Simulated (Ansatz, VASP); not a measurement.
**One calculation of Sc3Al2, two programs**

The input INCAR:

```
SYSTEM = Sc3Al2
PREC = Accurate ; ENCUT = 600
EDIFF = 1E-7 ; ISMEAR = 0
SIGMA = 0.1 ; LREAL = .False.
LASPH = .True. ; NELM = 60
ALGO = Fast ; ISIF = 3
LWAVE = .False. ; LCHARG = .False.
GGA = PE ; IBRION = 2
NSW = 100 ; EDIFFG = -0.01
```

The input KPOINTS:

```
regular mesh
0
Gamma
  8 8 8
  0 0 0
```

Contents of POSCAR:

```
Sc3Al2
1.0
    5.0952800911      0.0000000000      0.0000000000
    0.0000000000      5.0952800911      0.0000000000
    0.0000000000      0.0000000000      5.0952800911
Sc Al
3 2
Direct
    0.5000000000      0.0000000000      0.0000000000
    0.0000000000      0.5000000000      0.0000000000
    0.0000000000      0.0000000000      0.5000000000
    0.0000000000      0.0000000000      0.0000000000
    0.5000000000      0.5000000000      0.5000000000
```

Input for Ansatz:

```yaml
crystal:
  lattice:
    - [5.0952800911, 0.0, 0.0]
    - [0.0, 5.0952800911, 0.0]
    - [0.0, 0.0, 5.0952800911]
  atoms:
    - { symbol: Sc, position: [0.5, 0.0, 0.0] }
    - { symbol: Sc, position: [0.0, 0.5, 0.0] }
    - { symbol: Sc, position: [0.0, 0.0, 0.5] }
    - { symbol: Al, position: [0.0, 0.0, 0.0] }
    - { symbol: Al, position: [0.5, 0.5, 0.5] }
basis:
  ecutwfc: 420
kpoints:
  mp_grid: { grid: [8, 8, 8] }
hamiltonian:
  xc: pbe
scf:
  occupations: { method: gaussian, width: 0.1 }
output:
  forces: true
  stress: true
  eigenvalues: true
  write_density: true
  write_potential: true
  elf: true
  volumetric_format: npy
relax:
  adjacent_minimum: "off"
  f_tol: 0.01
  max_steps: 80
  cell: { stress_tol: 0.05 }
```

Alike in both runs: task relaxation of cell and atoms; functional PBE; k mesh 8 × 8 × 8; occupations gaussian, width 0.1 eV; no spin polarisation.

|  | VASP | Ansatz |
| --- | --- | --- |
| version | VASP 6.6.1 | Ansatz 0.2.0 |
| potentials or method | VASP PAW PBE potentials, release 64 (Sc_sv, Al), cutoff 600 eV | scalar-relativistic, plane waves, PAW |
| valence electrons in the cell | 39 | 39 |

Ansatz gave:

| Item | Value |
| --- | --- |
| gap on the k mesh at the Fermi level, each at its own relaxed structure (eV) | none |
| relaxed volume (Å³/atom) | 26.32 |
| relaxed length of the cell vector where the two differ most in proportion (Å) | 5.086 |

Q: Which values does VASP return?

A: gap on the k mesh at the Fermi level, each at its own relaxed structure (eV): none; relaxed volume (Å³/atom): 26.33; relaxed length of the cell vector where the two differ most in proportion (Å): 5.087.

A gap of «none» marks a metal or a gap that the smearing closes.
